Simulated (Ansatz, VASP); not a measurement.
Two plane-wave programs on Pt

Contents of POSCAR:

```
Pt
1.0
    2.7740467412      0.0000000000      0.0000000000
   -1.3870233706      2.4023949491      0.0000000000
    0.0000000000      0.0000000000      4.5300183283
Pt
2
Direct
    0.3333333333      0.6666666667      0.2500000000
    0.6666666667      0.3333333333      0.7500000000
```

The input INCAR.step1:

```
SYSTEM = Pt
PREC = Accurate ; ENCUT = 600
ISMEAR = -1 ; SIGMA = 0.1
LREAL = .False. ; LASPH = .True.
NELM = 100 ; GGA = PE
ALGO = Normal ; EDIFF = 1E-4
LWAVE = .True. ; LCHARG = .False.
```

File INCAR.step2:

```
SYSTEM = Pt
PREC = Accurate ; ENCUT = 600
EDIFF = 1E-6 ; ISMEAR = -1
SIGMA = 0.1 ; LREAL = .False.
LASPH = .True. ; NELM = 100
ALGO = Normal ; ISIF = 3
LWAVE = .False. ; LCHARG = .False.
METAGGA = R2SCAN ; LMIXTAU = .True.
IBRION = 2 ; NSW = 80
EDIFFG = -0.01 ; ISTART = 1
```

File KPOINTS:

```
regular mesh
0
Gamma
  13 13 7
  0 0 0
```

Input for Ansatz:

```yaml
crystal:
  lattice:
    - [2.7740467412, 0.0, 0.0]
    - [-1.3870233706, 2.4023949491, 0.0]
    - [0.0, 0.0, 4.5300183283]
  atoms:
    - { symbol: Pt, position: [0.3333333333, 0.6666666667, 0.25] }
    - { symbol: Pt, position: [0.6666666667, 0.3333333333, 0.75] }
hamiltonian:
  xc: r2scan
  pseudopotentials:
    kind: paw
    azcp:
      Pt: "pseudopotentials/Pt.paw.azcp"
basis:
  ecutwfc: 500
  fft_grid_basis: typed
kpoints:
  mp_grid: { grid: [13, 13, 7], shift: [0, 0, 0] }
magnetization:
  spin_polarized: false
scf:
  occupations: { method: fermi_dirac, width: 0.1 }
relax:
  max_steps: 60
  f_tol: 0.01
  cell: {}
```

Alike in both runs: task relaxation of cell and atoms; functional r2SCAN; k mesh 13 × 13 × 7; occupations fermi-dirac, width 0.1 eV; no spin polarisation.

|  | VASP | Ansatz |
| --- | --- | --- |
| version | VASP 6.6.1 | Ansatz 0.2.0 |
| potentials or method | VASP PAW PBE potentials, release 64 (Pt), cutoff 600 eV | plane waves (500 eV) with PAW, scalar-relativistic |
| valence electrons in the cell | 20 | 36 |

```tsv
	VASP	Ansatz	Ansatz less VASP
relaxed volume (Å³/atom)	15.46	15.42	-0.040
relaxed cell length with the largest relative difference (Å)	2.742	2.739	-0.0026
```

VASP's potentials were made for PBE, not for r2SCAN. VASP's potentials hold 20 valence electrons a cell and Ansatz's 36, so a difference there can come from the potentials and not from the codes.

Spin-orbit coupling is off throughout.
